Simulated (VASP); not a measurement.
Write the native input for VASP 6.6.1 that does the following.

```yaml
Task: single point
Functional: PBE
Potentials_or_basis: VASP PAW PBE potentials, release 64 (In_d, Ru_pv)
Cutoff: 520 eV
k_mesh: 4 × 4 × 4
Occupations: gaussian, width 0.1 eV
Spin: collinear spin, ferromagnetic start
Starting_moments: "[0.0, 0.0, 1.0, 1.0, 1.0, 1.0] μB"
Dipole_correction: no
Further_INCAR_settings: ALGO = Normal; EDIFF = 1e-07; NBANDS = 54
```

The structure of InRu2 lies in POSCAR:

```
InRu2
1.0
    0.0000000000      3.6870890420      3.6870890420
    3.6870890420      0.0000000000      3.6870890420
    3.6870890420      3.6870890420      0.0000000000
In Ru
2 4
Direct
    0.5000000000      0.5000000000      0.5000000000
    0.7500000000      0.7500000000      0.7500000000
    0.1250000000      0.6250000000      0.1250000000
    0.1250000000      0.1250000000      0.6250000000
    0.6250000000      0.1250000000      0.1250000000
    0.1250000000      0.1250000000      0.1250000000
```

One way to write it, as run:

INCAR

```
SYSTEM = InRu2
PREC = Accurate
ENCUT = 520
EDIFF = 1E-7
ISMEAR = 0
SIGMA = 0.1
LREAL = .FALSE.
LASPH = .TRUE.
NELM = 150
ALGO = Normal
ISIF = 2
LWAVE = .FALSE.
LCHARG = .FALSE.
ISPIN = 2
MAGMOM = 0 0 1 1 1 1
LORBIT = 11
LMAXMIX = 4
GGA = PE
NBANDS = 54
```

KPOINTS

```
regular mesh
0
G
  4 4 4
  0 0 0
```

Potentials or basis: VASP PAW PBE potentials, release 64 (In_d, Ru_pv).

Launch:

```sh
$ cat potpaw_PBE.64/In_d/POTCAR potpaw_PBE.64/Ru_pv/POTCAR > POTCAR
$ mpirun -np 1 vasp_std > vasp.out
```

It gave:

* Pressure: 0.6 GPa
* Net moment: 1.77 μB per cell
* Site moments: In -0.02; Ru +0.45 μB
* Valence electrons inside the program's atomic spheres: In 11.36; Ru 12.66

Caveat: the k points lie up to 0.37 Å⁻¹ apart.

Run time: 4.9 min on 1 thread of Intel Xeon 8259CL (shared host), peak memory 0.31 GiB.
